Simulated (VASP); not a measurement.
# Au (Fm-3m) in VASP: a series of runs

Aim: see how the results for Au move with the level of theory and the settings. Levels: r2SCANh, r2SCAN0, HF. Tasks: single point.

Everything below comes from runs of VASP 6.6.1. Logs are shortened: lines on timing, memory, paths and dates and some standing lists are left out, and cuts for length are marked.

**1. The cell of the first run**

The structure is cubic, space group Fm-3m (No. 225). The conventional cell has a = 4.124 Å, b = 4.124 Å, c = 4.124 Å, α = 90.00°, β = 90.00°, γ = 90.00°. Au (site symmetry m-3m) has 12 Au at 2.92 Å within 3.8 Å.

**2. Single point, r2SCANh**

File POSCAR:

```
Au
1.0
    0.0000000000      2.0617793868      2.0617793868
    2.0617793868      0.0000000000      2.0617793868
    2.0617793868      2.0617793868      0.0000000000
Au
1
Direct
    0.0000000000      0.0000000000      0.0000000000
```

File INCAR.step1:

```
SYSTEM = Au
  PREC = Accurate
  ENCUT = 440
  EDIFF = 1E-5
  ISMEAR = -1
  SIGMA = 0.05
  LREAL = .FALSE.
  LASPH = .TRUE.
  NELM = 120
  ALGO = Normal
  ISIF = 2
  LWAVE = .TRUE.
  LCHARG = .FALSE.
  NBANDS = 12
  GGA = PE
  GGA_COMPAT = .FALSE.
```

File INCAR.step2:

```
SYSTEM = Au
  PREC = Accurate
  ENCUT = 440
  EDIFF = 1E-6
  ISMEAR = -1
  SIGMA = 0.05
  LREAL = .FALSE.
  LASPH = .TRUE.
  NELM = 120
  ALGO = Normal
  ISIF = 2
  LWAVE = .FALSE.
  LCHARG = .FALSE.
  METAGGA = R2SCAN
  LHFCALC = .TRUE.
  AEXX = 0.1
  LMIXTAU = .TRUE.
  PRECFOCK = Normal
  NBANDS = 12
  ISTART = 1
  GGA_COMPAT = .FALSE.
```

File KPOINTS:

```
regular mesh
0
G
  6 6 6
  0 0 0
```

Potentials or basis: VASP PAW PBE potentials, release 64 (Au).

Started as:

```bash
$ cat potpaw_PBE.64/Au/POTCAR > POTCAR
$ cp INCAR.step1 INCAR
$ mpirun -np 1 vasp_std > vasp.out
$ cp INCAR.step2 INCAR
$ mpirun -np 1 vasp_std > vasp.out
```

OUTCAR:

```text
SYSTEM = Au
   PREC = Accurate
   ENCUT = 440
   EDIFF = 1E-6
   ISMEAR = -1
   LREAL = .FALSE.
   LASPH = .TRUE.
   NELM = 120
   ISIF = 2
   METAGGA = R2SCAN
   LHFCALC = .TRUE.
   AEXX = 0.1
   PRECFOCK = Normal
   ISTART = 1

 ion  position               nearest neighbor table
   1  0.000  0.000  0.000-

  LATTYP: Found a face centered cubic cell.
 ALAT       =     4.1235587736

  Lattice vectors:

 A1 = (   0.0000000000,   2.0617793868,   2.0617793868)
 A2 = (   2.0617793868,   0.0000000000,   2.0617793868)
 A3 = (   2.0617793868,   2.0617793868,   0.0000000000)

Analysis of symmetry for initial positions (statically):
=====================================================================
 Subroutine PRICEL returns:
 Original cell was already a primitive cell.

 Routine SETGRP: Setting up the symmetry group for a
 face centered cubic supercell.

 Subroutine GETGRP returns: Found 48 space group operations
 (whereof 48 operations were pure point group operations)
 out of a pool of 48 trial point group operations.

The static configuration has the point symmetry O_h .

Analysis of symmetry for dynamics (positions and initial velocities):
=====================================================================
 Subroutine PRICEL returns:
 Original cell was already a primitive cell.

 Routine SETGRP: Setting up the symmetry group for a
 face centered cubic supercell.

 Subroutine GETGRP returns: Found 48 space group operations
 (whereof 48 operations were pure point group operations)
 out of a pool of 48 trial point group operations.

The dynamic configuration has the point symmetry O_h .

 Subroutine INISYM returns: Found 48 space group operations
 (whereof 48 operations are pure point group operations),
 and found     1 'primitive' translations

----------------------------------------------------------------------------------------

                                     Primitive cell

  volume of cell :      17.5290

  direct lattice vectors                    reciprocal lattice vectors
     0.000000000  2.061779387  2.061779387    -0.242508972  0.242508972  0.242508972
     2.061779387  0.000000000  2.061779387     0.242508972 -0.242508972  0.242508972
     2.061779387  2.061779387  0.000000000     0.242508972  0.242508972 -0.242508972

  length of vectors
     2.915796371  2.915796371  2.915796371     0.420037861  0.420037861  0.420037861

  position of ions in fractional coordinates (direct lattice)
     0.000000000  0.000000000  0.000000000

  ion indices of the primitive-cell ions
   primitive index   ion index
                 1           1

----------------------------------------------------------------------------------------

 KPOINTS: regular mesh

Automatic generation of k-mesh.
 Grid dimensions read from file:
 generate k-points for:    6    6    6

 Generating k-lattice:

  Cartesian coordinates                     Fractional coordinates (reciprocal lattice)
    -0.040418162  0.040418162  0.040418162     0.166666667  0.000000000  0.000000000
     0.040418162 -0.040418162  0.040418162     0.000000000  0.166666667  0.000000000
     0.040418162  0.040418162 -0.040418162     0.000000000  0.000000000  0.166666667

  Length of vectors
     0.070006310  0.070006310  0.070006310

  Shift w.r.t. Gamma in fractional coordinates (k-lattice)
     0.000000000  0.000000000  0.000000000

 Subroutine IBZKPT returns following result:
 ===========================================

 Found     16 irreducible k-points:

 Following reciprocal coordinates:
            Coordinates               Weight
  0.000000  0.000000  0.000000      1.000000
  0.166667  0.000000  0.000000      8.000000
  0.333333  0.000000  0.000000      8.000000
  0.500000  0.000000  0.000000      4.000000
  0.166667  0.166667  0.000000      6.000000
  0.333333  0.166667  0.000000     24.000000
[... 8 lines left out ...]
 -0.333333  0.333333  0.166667     24.000000
 -0.333333  0.500000  0.166667     12.000000
   k-points           NKPTS =     16   k-points in BZ     NKDIM =    216   number of bands    NBANDS=     12
   number of dos      NEDOS =    301   number of ions     NIONS =      1
   total plane-waves  NPLWV =   8000
   dimension x,y,z NGX =    20 NGY =   20 NGZ =   20
   dimension x,y,z NGXF=    40 NGYF=   40 NGZF=   40
   ions per type =               1
   NGX,Y,Z   is equivalent  to a cutoff of  11.40, 11.40, 11.40 a.u.
   NGXF,Y,Z  is equivalent  to a cutoff of  22.81, 22.81, 22.81 a.u.
 SYSTEM =  Au
   PREC   = accura    normal or accurate (medium, high low for compatibility)
   ISTART =      1    job   : 0-new  1-cont  2-samecut
   ICHARG =      0    charge: 1-file 2-atom 10-const
   ISPIN  =      1    spin polarized calculation?
   LNONCOLLINEAR =      F non collinear calculations
   LSORBIT =      F    spin-orbit coupling
   LASPH  =      T    aspherical Exc in radial PAW
   ENCUT  =  440.0 eV  32.34 Ry    5.69 a.u.   4.99  4.99  4.99*2*pi/ulx,y,z
[... 26 lines left out ...]
   METAGGA = R2SCAN    functional components
   LHFCALC =     T    Hartree Fock is set to
   PRECFOCK=normal    Normal, Fast or Accurate (Low or Medium for compatibility)
   ENCUT4O =  -1.0   cutoff for four orbital integrals eV
   NKREDX  =     1    reduce k-point grid by
   NKREDY  =     1    reduce k-point grid by
   NKREDZ  =     1    reduce k-point grid by
   AEXX    =    0.1000 exact exchange contribution
   HFSCREEN=    0.0000 screening length (either q_TF or 0.3 A-1)
   HFSCREENC=   0.0000 screening length for correlation (either q_TF or 0.3 A-1)
   ENCUTFOCK=  -1.0 apply spherical cutoff to Coloumb kernel
   IVDW    =     0    specifies the selected vdW correction
   LEPSILON=     F    determine dielectric tensor
   LRPA    =     F    only Hartree local field effects (RPA)
 non-spin polarized calculation
  energy-cutoff  :      440.00
  volume of cell :       17.53
 maximum number of plane-waves:       375
  NGX = 16; NGY = 16; NGZ = 16

 number of electron      11.0000004 magnetization

 Free energy of the ion-electron system (eV)
  ---------------------------------------------------
  ext. energy  EPLUGINS =         0.00000000
  ---------------------------------------------------
  free energy    TOTEN  =       -46.08664325 eV

  energy without entropy =      -46.07924336  energy(sigma->0) =      -46.08294331

 E-fermi :   8.5664     XC(G=0): -12.2032

 val. band max:        8.5407561263   @ k =   0.5000   0.3333   0.1667
 cond. band min:       9.6155857434   @ k =   0.5000   0.1667   0.0000
 fundamental gap:      1.0748296171
 Fermi energy:         8.5664155661

 k-point     1 :       0.0000    0.0000    0.0000
  band No.  band energies     occupation
      1      -1.5314      2.00000
      2       3.4143      2.00000
      3       3.4143      2.00000
      4       3.4143      2.00000
      5       4.8953      2.00000
      6       4.8953      2.00000
      7      24.6058      0.00000
      8      28.5861      0.00000
      9      28.5861      0.00000
     10      28.5861      0.00000
     11      33.6580      0.00000
     12      38.0375      0.00000

 k-point     2 :       0.1667    0.0000    0.0000
  band No.  band energies     occupation
      1      -0.5711      2.00000
      2       3.2219      2.00000
      3       3.6620      2.00000
      4       3.6620      2.00000
      5       4.8550      2.00000
      6       4.8550      2.00000
      7      24.0247      0.00000
      8      25.7104      0.00000
      9      29.5269      0.00000
     10      29.5269      0.00000
     11      32.4727      0.00000
     12      34.6754      0.00000

 k-point     3 :       0.3333    0.0000    0.0000
  band No.  band energies     occupation
      1       0.8178      2.00000
      2       3.5580      2.00000
      3       3.5580      2.00000
      4       4.5012      2.00000
      5       5.5544      2.00000
      6       5.5544      2.00000
      7      17.3285      0.00000
      8      24.9297      0.00000
      9      28.7348      0.00000
     10      28.7348      0.00000
     11      33.3083      0.00000
     12      33.5781      0.00000
[... 166 lines left out ...]
 k-point    15 :      -0.3333    0.3333    0.1667
  band No.  band energies     occupation
      1       2.4234      2.00000
      2       2.4796      2.00000
      3       3.4364      2.00000
      4       4.6903      2.00000
      5       6.0871      2.00000
      6      12.5467      0.00000
      7      13.3825      0.00000
      8      19.3337      0.00000
      9      21.3052      0.00000
     10      29.3529      0.00000
     11      33.3667      0.00000
     12      38.0740      0.00000

 k-point    16 :      -0.3333    0.5000    0.1667
  band No.  band energies     occupation
      1       1.8334      2.00000
      2       2.0999      2.00000
      3       4.2357      2.00000
      4       5.2155      2.00000
      5       6.5081      2.00000
      6      13.4684      0.00000
      7      14.2942      0.00000
      8      17.7115      0.00000
      9      19.0515      0.00000
     10      30.9880      0.00000
     11      31.5546      0.00000
     12      35.1588      0.00000

------------------------ aborting loop because EDIFF is reached ----------------------------------------

  FORCE on cell =-STRESS in cart. coord.  units (eV):
  Direction    XX          YY          ZZ          XY          YZ          ZX
  --------------------------------------------------------------------------------------
  -------------------------------------------------------------------------------------
  Total        0.1024399      0.1024399      0.1024399     -0.0000000      0.0000000     -0.0000000
  in kB        9.3631767      9.3631767      9.3631767     -0.0000000      0.0000000     -0.0000000
  external PRESSURE =       9.3631767 kB  Pullay stress =       0.0000000 kB

 VOLUME and BASIS-vectors are now :
 -----------------------------------------------------------------------------
  energy-cutoff  :      440.00
  volume of cell :       17.53
      direct lattice vectors                 reciprocal lattice vectors
     0.000000000  2.061779387  2.061779387    -0.242508972  0.242508972  0.242508972
     2.061779387  0.000000000  2.061779387     0.242508972 -0.242508972  0.242508972
     2.061779387  2.061779387  0.000000000     0.242508972  0.242508972 -0.242508972

 POSITION                                       TOTAL-FORCE (eV/Angst)
 -----------------------------------------------------------------------------------
      0.00000      0.00000      0.00000         0.000000      0.000000     -0.000000
 -----------------------------------------------------------------------------------
    total drift:                               -0.000000     -0.000000     -0.000000

  FREE ENERGIE OF THE ION-ELECTRON SYSTEM (eV)
  ---------------------------------------------------
  free  energy   TOTEN  =       -46.0866432536 eV

  energy  without entropy=      -46.0792433565  energy(sigma->0) =      -46.08294331
```

It took 5 min on 1 thread of Intel Xeon Platinum 8259CL at 2.50GHz (Skylake/Cascade Lake), shared host; peak memory 0.14 GiB.

What came out:

| Item | Value |
| --- | --- |
| Free energy | -46.0866 eV |
| Pressure | 0.9 GPa |
| Band gap on the k mesh | zero (an odd number of electrons rules out a gap without spin polarisation) |

Caveat: the k points lie up to 0.44 Å⁻¹ apart, too coarse for converged energies and pressures of a metal; the PAW data sets were made with another functional, which shifts forces and pressure a little; spin-orbit coupling is left out, which moves the levels of the heavy elements.

**3. Single point, r2SCANh**

This run uses another cell than the first one, of 17.87 Å³/atom.

File POSCAR:

```
Au
1.0
    0.0000000000      2.0749120936      2.0749120936
    2.0749120936      0.0000000000      2.0749120936
    2.0749120936      2.0749120936      0.0000000000
Au
1
Direct
    0.0000000000      0.0000000000      0.0000000000
```

File INCAR.step1:

```
SYSTEM = Au
PREC     = Accurate       ! precision mode
ENCUT    = 440            ! plane-wave cutoff, eV
EDIFF    = 1E-5           ! SCF threshold, eV
ISMEAR   = -1             ! smearing method
SIGMA    = 0.05           ! smearing width, eV
LREAL    = .False.        ! projectors in reciprocal space
LASPH    = .True.         ! aspherical terms in the spheres
NELM     = 120            ! most SCF steps
ALGO     = Normal         ! electronic algorithm
ISIF     = 2              ! what is computed and relaxed
LWAVE    = .True.         ! write WAVECAR
LCHARG   = .False.        ! write CHGCAR
GGA      = PE             ! functional
NBANDS   = 12             ! bands
GGA_COMPAT= .False.
```

File INCAR.step2:

```
SYSTEM = Au
PREC     = Accurate       ! precision mode
ENCUT    = 440            ! plane-wave cutoff, eV
EDIFF    = 1E-6           ! SCF threshold, eV
ISMEAR   = -1             ! smearing method
SIGMA    = 0.05           ! smearing width, eV
LREAL    = .False.        ! projectors in reciprocal space
LASPH    = .True.         ! aspherical terms in the spheres
NELM     = 120            ! most SCF steps
ALGO     = Normal         ! electronic algorithm
ISIF     = 2              ! what is computed and relaxed
LWAVE    = .False.        ! write WAVECAR
LCHARG   = .False.        ! write CHGCAR
METAGGA  = R2SCAN         ! meta-GGA
LHFCALC  = .True.         ! exact exchange
AEXX     = 0.1            ! exact-exchange fraction
LMIXTAU  = .True.       
PRECFOCK = Normal       
ISTART   = 1            
NBANDS   = 12             ! bands
GGA_COMPAT= .False.
```

File KPOINTS:

```
regular mesh
0
Gamma
  6 6 6
  0 0 0
```

Potentials or basis: VASP PAW PBE potentials, release 64 (Au).

Started as:

```bash
$ cat potpaw_PBE.64/Au/POTCAR > POTCAR
$ cp INCAR.step1 INCAR
$ mpirun -np 1 vasp_std > vasp.out
$ cp INCAR.step2 INCAR
$ mpirun -np 1 vasp_std > vasp.out
```

Run time: 5.7 min. Hardware: 1 thread of Intel Xeon Platinum 8259CL at 2.50GHz (Skylake/Cascade Lake), shared host; peak memory 0.14 GiB.

The run converged. Its results:

```yaml
Free_energy: -46.0855 eV
Pressure: -1.9 GPa
Band_gap_on_the_k_mesh: zero (an odd number of electrons rules out a gap without spin polarisation)
```

Levels at points of the mesh, in eV from the Fermi level:
```csv
k point,band 3,band 4,band 5,band 6,band 7,band 8,band 9,band 10
"(0.00, 0.00, 0.00)",-5.04,-5.04,-3.61,-3.61,16.07,19.93,19.93,19.93
"(0.50, 0.00, 0.00)",-5.08,-2.38,-2.38,-0.49,3.50,15.50,18.35,18.35
"(0.50, 0.50, 0.00)",-2.47,-2.04,-2.04,1.79,6.35,11.08,11.08,18.27
```

Caveat: the k points lie up to 0.44 Å⁻¹ apart, too coarse for converged energies and pressures of a metal; the PAW data sets were made with another functional, which shifts forces and pressure a little; spin-orbit coupling is left out, which moves the levels of the heavy elements.

**4. Single point, r2SCAN0**

This run uses another cell than the first one, of 16.85 Å³/atom.

File POSCAR:

```
Au
1.0
    0.0000000000      2.0350000000      2.0350000000
    2.0350000000      0.0000000000      2.0350000000
    2.0350000000      2.0350000000      0.0000000000
Au
1
Direct
    0.0000000000      0.0000000000      0.0000000000
```

File INCAR.step1:

```
SYSTEM = Au
PREC = Accurate ; ENCUT = 520
EDIFF = 1E-5 ; ISMEAR = -1
SIGMA = 0.05 ; LREAL = .FALSE.
LASPH = .TRUE. ; NELM = 100
ALGO = Normal ; ISIF = 2
LWAVE = .TRUE. ; LCHARG = .FALSE.
GGA = PE ; NBANDS = 12
```

File INCAR.step2:

```
SYSTEM = Au
PREC = Accurate ; ENCUT = 520
EDIFF = 1E-7 ; ISMEAR = -1
SIGMA = 0.05 ; LREAL = .FALSE.
LASPH = .TRUE. ; NELM = 100
ALGO = Normal ; ISIF = 2
LWAVE = .FALSE. ; LCHARG = .FALSE.
METAGGA = R2SCAN ; LHFCALC = .TRUE.
AEXX = 0.25 ; LMIXTAU = .TRUE.
PRECFOCK = Normal ; ISTART = 1
NBANDS = 12
```

File KPOINTS:

```
regular mesh
0
G
  6 6 6
  0 0 0
```

Started as:

```bash
$ cat potpaw_PBE.64/Au/POTCAR > POTCAR
$ cp INCAR.step1 INCAR
$ mpirun -np 1 vasp_std > vasp.out
$ cp INCAR.step2 INCAR
$ mpirun -np 1 vasp_std > vasp.out
```

Wall time 27 min (1 thread of AMD EPYC 7R13, shared host); peak memory 0.14 GiB.

The run converged. Its results:

| Property | Result |
| --- | --- |
| Free energy | -39.4321 eV |
| Pressure | 7.0 GPa |
| Band gap on the k mesh | zero (an odd number of electrons rules out a gap without spin polarisation) |

Levels at points of the mesh, in eV from the Fermi level:
```csv
k point,band 3,band 4,band 5,band 6,band 7,band 8,band 9,band 10
"(0.00, 0.00, 0.00)",-6.14,-6.14,-4.52,-4.52,16.80,21.12,21.12,21.12
"(0.50, 0.00, 0.00)",-6.20,-3.06,-3.06,-0.94,4.48,16.21,19.79,19.79
"(0.50, 0.50, 0.00)",-3.19,-2.63,-2.63,2.03,7.70,12.08,12.08,19.83
```

Caveat: the k points lie up to 0.45 Å⁻¹ apart, too coarse for converged energies and pressures of a metal; the PAW data sets were made with another functional, which shifts forces and pressure a little; spin-orbit coupling is left out, which moves the levels of the heavy elements.

**5. Single point, HF**

This run uses another cell than the first one, of 16.85 Å³/atom.

POSCAR is that of step 4.

File INCAR.step1:

```
PREC = Accurate ; ENCUT = 520
EDIFF = 1E-5 ; ISMEAR = -1
SIGMA = 0.05 ; LREAL = False
LASPH = True ; NELM = 60
ALGO = Normal ; ISIF = 2
LWAVE = True ; NBANDS = 12
GGA = PE
```

File INCAR.step2:

```
PREC = Accurate ; ENCUT = 520
EDIFF = 1E-7 ; ISMEAR = -1
SIGMA = 0.05 ; LREAL = False
LASPH = True ; NELM = 60
ALGO = Normal ; ISIF = 2
LWAVE = False ; LCHARG = True
GGA = PE ; LHFCALC = True
AEXX = 1.0 ; ALDAC = 0.0
AGGAC = 0.0 ; PRECFOCK = Normal
LELF = True ; LVHAR = True
NBANDS = 12 ; ISTART = 1
```

File KPOINTS:

```
regular mesh
0
Gamma
  6 6 6
```

Started as:

```bash
$ cat potpaw_PBE.64/Au/POTCAR > POTCAR
$ cp INCAR.step1 INCAR
$ mpirun -np 1 vasp_std > vasp.out
$ cp INCAR.step2 INCAR
$ mpirun -np 1 vasp_std > vasp.out
```

Run time: 27 min. Hardware: 1 thread of AMD EPYC 7R13, shared host; peak memory 0.13 GiB.

Results (log left out):

```
Free energy            : -3.3622 eV
Pressure               : 25.1 GPa
Band gap on the k mesh : zero (an odd number of electrons rules out a gap without spin polarisation)
```

Levels at points of the mesh, in eV from the Fermi level:
```
           k point  band 4  band 5  band 6  band 7  band 8  band 9
(0.00, 0.00, 0.00)  -10.24   -8.44   -8.44   21.19   25.86   25.86
(0.50, 0.00, 0.00)   -6.57   -6.57   -1.33    7.83   20.41   24.84
(0.50, 0.50, 0.00)   -5.99   -5.99    4.61   12.08   16.40   16.40
```

Caveat: the k points lie up to 0.45 Å⁻¹ apart, too coarse for converged energies and pressures of a metal; the PAW data sets were made with another functional, which shifts forces and pressure a little; spin-orbit coupling is left out, which moves the levels of the heavy elements.

**6. The runs side by side**

```tsv
level	cell	cutoff (eV)	share of exact exchange	gap on the mesh (eV)	pressure (GPa)
r2SCANh	a = 2.916 Å, angles 60.0°, 1 atom	440	0.1	none	0.9
r2SCANh	a = 2.934 Å, angles 60.0°, 1 atom	440	0.1	none	-1.9
r2SCAN0	a = 2.878 Å, angles 60.0°, 1 atom	520	0.25	none	7.0
HF	a = 2.878 Å, angles 60.0°, 1 atom	520	1	none	25.1
```

Alike in all rows: task single point; potentials or basis VASP PAW PBE potentials, release 64 (Au); no spin polarisation; k mesh 6 × 6 × 6; smearing fermi-dirac 0.05 eV.

Caveats: all runs use coarse meshes; the PAW data sets were made with another functional, which shifts forces and pressure a little; spin-orbit coupling is left out, which moves the levels of the heavy elements.

Total energies depend on the potentials used, so only differences within one code and one set of settings carry meaning.
